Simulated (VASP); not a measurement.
# GaN (F-43m) in VASP: vibrations by perturbation theory with PBE

Aim: the vibrations by perturbation theory of GaN with PBE.

Everything below comes from runs of VASP 6.6.1. Logs are shortened: lines on timing, memory, paths and dates and some standing lists are left out, and cuts for length are marked.

### Step 1. The cell of the first run

Symmetry: F-43m, No. 216, cubic system. Conventional cell: a = 4.549 Å, b = 4.549 Å, c = 4.549 Å, α = 90.00°, β = 90.00°, γ = 90.00°. Ga (site symmetry -43m) has 4 N at 1.97 Å within 2.6 Å. Within 2.6 Å of N (site symmetry -43m) lie 4 Ga at 1.97 Å.

### Step 2. Vibrations by perturbation theory, PBE

Input file INCAR:

```
ALGO = Normal
EDIFF = 1E-8
ENCUT = 520
GGA = PE
IBRION = 8
ISIF = 2
ISMEAR = 0
LASPH = T
LCHARG = T
LREAL = F
LWAVE = F
NBANDS = 26
NELM = 60
NSW = 1
PREC = Accurate
SIGMA = 0.05
```

Input file KPOINTS:

```
k-points
0
Gamma
  8 8 6
```

Input file POSCAR:

```
GaN
1.0
    0.0000000000     -2.2743528144     -2.2743528144
    0.0000000000      2.2743528144     -2.2743528144
    4.5487056288      0.0000000000      0.0000000000
Ga N
2 2
Direct
    0.5000000000      0.5000000000      0.5000000000
    0.0000000000      0.0000000000      0.0000000000
    0.0000000000      0.5000000000      0.2500000000
    0.5000000000      0.0000000000      0.7500000000
```

Potentials or basis: VASP PAW PBE potentials, release 64 (Ga_d, N).

The run is started by

```console
cat potpaw_PBE.64/Ga_d/POTCAR potpaw_PBE.64/N/POTCAR > POTCAR
mpirun -np 1 vasp_std > vasp.out
```

OUTCAR:

```text
EDIFF = 1E-8
   ENCUT = 520
   GGA = PE
   IBRION = 8
   ISIF = 2
   ISMEAR = 0
   LASPH = T
   LREAL = F
   NELM = 60
   NSW = 1
   PREC = Accurate

 ion  position               nearest neighbor table
   1  0.500  0.500  0.500-   3 1.97   4 1.97   4 1.97   3 1.97
   2  0.000  0.000  0.000-   3 1.97   4 1.97   3 1.97   4 1.97
   3  0.000  0.500  0.250-   1 1.97   2 1.97   2 1.97   1 1.97
   4  0.500  0.000  0.750-   1 1.97   2 1.97   1 1.97   2 1.97

  LATTYP: Found a simple tetragonal cell.
 ALAT       =     3.2164205957
 C/A-ratio  =     1.4142135624

  Lattice vectors:

 A1 = (   0.0000000000,  -2.2743528144,  -2.2743528144)
 A2 = (   0.0000000000,   2.2743528144,  -2.2743528144)
 A3 = (   4.5487056288,   0.0000000000,   0.0000000000)

Analysis of symmetry for initial positions (statically):
=====================================================================
 Subroutine PRICEL returns following result:

  LATTYP: Found a face centered cubic cell.
 ALAT       =     4.5487056288

  Lattice vectors:

 A1 = (  -2.2743528144,   0.0000000000,   2.2743528144)
 A2 = (  -2.2743528144,  -2.2743528144,   0.0000000000)
 A3 = (   0.0000000000,  -2.2743528144,   2.2743528144)

   2 primitive cells build up your supercell.

 Routine SETGRP: Setting up the symmetry group for a
 simple tetragonal supercell.

 Subroutine GETGRP returns: Found  8 space group operations
 (whereof  8 operations were pure point group operations)
 out of a pool of 16 trial point group operations.

The static configuration has the point symmetry D_2d.

Analysis of symmetry for dynamics (positions and initial velocities):
=====================================================================
 Subroutine PRICEL returns following result:

  LATTYP: Found a face centered cubic cell.
 ALAT       =     4.5487056288

  Lattice vectors:

 A1 = (  -2.2743528144,   0.0000000000,   2.2743528144)
 A2 = (  -2.2743528144,  -2.2743528144,   0.0000000000)
 A3 = (   0.0000000000,  -2.2743528144,   2.2743528144)

   2 primitive cells build up your supercell.

 Routine SETGRP: Setting up the symmetry group for a
 simple tetragonal supercell.

 Subroutine GETGRP returns: Found  8 space group operations
 (whereof  8 operations were pure point group operations)
 out of a pool of 16 trial point group operations.

The dynamic configuration has the point symmetry D_2d.

 Subroutine INISYM returns: Found  8 space group operations
 (whereof  8 operations are pure point group operations),
 and found     2 'primitive' translations

----------------------------------------------------------------------------------------

                                     Primitive cell

  volume of cell :      23.5290

  direct lattice vectors                    reciprocal lattice vectors
    -2.274352814  0.000000000  2.274352814    -0.219842760  0.219842760  0.219842760
    -2.274352814 -2.274352814  0.000000000    -0.219842760 -0.219842760 -0.219842760
     0.000000000 -2.274352814  2.274352814     0.219842760 -0.219842760  0.219842760

[... 130 lines left out ...]
  free energy    TOTEN  =       -24.30696845 eV

  energy without entropy =      -24.30696845  energy(sigma->0) =      -24.30696845

 E-fermi :   5.2690     XC(G=0): -11.5198

 val. band max:        4.9853543330   @ k =   0.0000   0.0000   0.0000
 cond. band min:       6.5314650048   @ k =   0.0000   0.0000   0.0000
 fundamental gap:      1.5461106718
 Fermi energy:         5.2689511869

 k-point     1 :       0.0000    0.0000    0.0000
  band No.  band energies     occupation
      1     -10.7160      2.00000
      2      -9.7523      2.00000
      3      -8.4370      2.00000
      4      -8.4370      2.00000
      5      -8.4370      2.00000
      6      -8.3545      2.00000
[... 685 lines left out ...]
     25      16.4510      0.00000
     26      16.4510      0.00000

 [... further k-points ...]

------------------------ aborting loop because EDIFF is reached ----------------------------------------

  FORCE on cell =-STRESS in cart. coord.  units (eV):
  Direction    XX          YY          ZZ          XY          YZ          ZX
  --------------------------------------------------------------------------------------
  -------------------------------------------------------------------------------------
  Total        0.0173295      0.0208224      0.0208224      0.0000000      0.0000000      0.0000000
  in kB        0.5900144      0.7089384      0.7089384      0.0000000      0.0000000      0.0000000
  external PRESSURE =       0.6692971 kB  Pullay stress =       0.0000000 kB

 VOLUME and BASIS-vectors are now :
 -----------------------------------------------------------------------------
  energy-cutoff  :      520.00
  volume of cell :       47.06
      direct lattice vectors                 reciprocal lattice vectors
     0.000000000 -2.274352814 -2.274352814     0.000000000 -0.219842760 -0.219842760
     0.000000000  2.274352814 -2.274352814     0.000000000  0.219842760 -0.219842760
     4.548705629  0.000000000  0.000000000     0.219842760  0.000000000  0.000000000

 POSITION                                       TOTAL-FORCE (eV/Angst)
 -----------------------------------------------------------------------------------
      2.27435      0.00000     -2.27435        -0.000000     -0.000000     -0.000000
      0.00000      0.00000      0.00000         0.000000      0.000000      0.000000
      1.13718      1.13718     -1.13718         0.000000     -0.000000     -0.000000
      3.41153     -1.13718     -1.13718         0.000000     -0.000000     -0.000000
 -----------------------------------------------------------------------------------
    total drift:                               -0.000000      0.000000     -0.000000

  FREE ENERGIE OF THE ION-ELECTRON SYSTEM (eV)
  ---------------------------------------------------
  free  energy   TOTEN  =       -24.3069684519 eV

  energy  without entropy=      -24.3069684519  energy(sigma->0) =      -24.30696845

[... ionic steps 2 to 9 ...]

--------------------------------------- Ionic step       10  -------------------------------------------

------------------------ aborting loop because EDIFF is reached ----------------------------------------

--------------------------------------- Ionic step       11  -------------------------------------------

 Free energy of the ion-electron system (eV)
  ---------------------------------------------------
  ---------------------------------------------------
  free energy    TOTEN  =        -0.23496261 eV

  energy without entropy =       -0.23496261

------------------------ aborting loop because EDIFF is reached ----------------------------------------

 INTERNAL STRAIN TENSOR  FOR ION    3  DIRECTION 2   (eV/Angst):
 -----------------------------------------------------------------------------
    -0.00461  0.00000  7.15276
     0.00000 -0.01049  0.00000
     6.78968  0.00000  0.00442

 INTERNAL STRAIN TENSOR FOR ION    4 for displacements in x,y,z  (eV/Angst):
          X           Y           Z          XY          YZ          ZX
  --------------------------------------------------------------------------------
  x     0.00000     0.00000     0.00000     0.00000     7.01628     0.00000
  y     0.00000     0.00000     0.00000     0.00000     0.00000     7.15276
  z     0.00000     0.00000     0.00000     6.78968     0.00000     0.00000

 SECOND DERIVATIVES (NOT SYMMETRIZED)
 ------------------------------------
               1X          1Y          1Z          2X          2Y          2Z          3X          3Y          3Z          4X          4Y          4Z
  1X   -20.091072    0.000000    0.000000    8.745809   -0.000000   -0.000000    5.672632    0.000000    0.000000    5.672632    0.000000    0.000000
  1Y     0.000000  -12.380219    0.000000    0.000000    1.038494    0.000000    0.000000    5.670862    4.053752    0.000000    5.670862   -4.053752
  1Z     0.000000    0.000000  -12.380219    0.000000    0.000000    1.038494    0.000000    4.053752    5.670862    0.000000   -4.053752    5.670862
  2X     8.745809   -0.000000   -0.000000  -20.091072    0.000000    0.000000    5.672632    0.000000    0.000000    5.672632    0.000000    0.000000
  2Y     0.000000    1.038494    0.000000    0.000000  -12.380219    0.000000    0.000000    5.670862   -4.053752    0.000000    5.670862    4.053752
  2Z     0.000000    0.000000    1.038494    0.000000    0.000000  -12.380219    0.000000   -4.053752    5.670862    0.000000    4.053752    5.670862
  3X     5.646844    0.000000    0.000000    5.646844   -0.000000   -0.000000  -16.395504   -0.000000   -0.000000    5.101816   -0.000000   -0.000000
  3Y     0.000000    5.652476    4.061445    0.000000    5.652476   -4.061445    0.000000  -13.710526    0.000000    0.000000    2.405573    0.000000
  3Z     0.000000    4.061445    5.652476    0.000000   -4.061445    5.652476    0.000000    0.000000  -13.710526    0.000000    0.000000    2.405573
  4X     5.646844   -0.000000   -0.000000    5.646844    0.000000    0.000000    5.101816   -0.000000   -0.000000  -16.395504   -0.000000   -0.000000
  4Y     0.000000    5.652476   -4.061445    0.000000    5.652476    4.061445    0.000000    2.405573    0.000000    0.000000  -13.710526    0.000000
  4Z     0.000000   -4.061445    5.652476    0.000000    4.061445    5.652476    0.000000    0.000000    2.405573    0.000000    0.000000  -13.710526

 Eigenvectors and eigenvalues of the dynamical matrix
 ----------------------------------------------------

   1 f  =   19.371505 THz   121.714756 2PiTHz  646.163857 cm-1    80.114072 meV
             X         Y         Z           dx          dy          dz
      2.274353  0.000000 -2.274353     0.000000    0.000000    0.000000
      0.000000  0.000000  0.000000     0.000000    0.000000   -0.000000
      1.137176  1.137176 -1.137176     0.707107   -0.000000    0.000000
      3.411529 -1.137176 -1.137176    -0.707107    0.000000   -0.000000
[... 71 lines left out ...]
  12 f/i=    0.013105 THz     0.082344 2PiTHz    0.437150 cm-1     0.054200 meV
             X         Y         Z           dx          dy          dz
      2.274353  0.000000 -2.274353     0.645033    0.000000   -0.000000
      0.000000  0.000000  0.000000     0.645033    0.000000   -0.000000
      1.137176  1.137176 -1.137176     0.289710    0.000000   -0.000000
      3.411529 -1.137176 -1.137176     0.289710    0.000000   -0.000000

--------------------------------------------------------------------------------------------------------

 ELASTIC MODULI CONTR FROM IONIC RELAXATION (kBar)
 Direction    XX          YY          ZZ          XY          YZ          ZX
 --------------------------------------------------------------------------------
 XX           0.0000      0.0000      0.0000      0.0000      0.0000      0.0000
 YY           0.0000      0.0000      0.0000      0.0000      0.0000      0.0000
 ZZ           0.0000      0.0000      0.0000      0.0000      0.0000      0.0000
 XY           0.0000      0.0000      0.0000   -285.6864     -0.0000      0.0000
 YZ           0.0000      0.0000      0.0000     -0.0000   -297.6001     -0.0000
 ZX           0.0000      0.0000      0.0000      0.0000     -0.0000   -268.7276
 --------------------------------------------------------------------------------
```

It took 4.6 min on 1 thread of Intel Xeon 6975P-C (Granite Rapids), shared host; peak memory 0.56 GiB.

What came out:

* Highest phonon frequency at Γ, LO-TO splitting left out: 646 cm⁻¹

Phonon frequencies in cm⁻¹ (negative: imaginary):
| q point | frequencies |
| --- | --- |
| (0.000, 0.000, 0.000) | 0 0 0 186 186 335 513 514 514 575 575 646 |
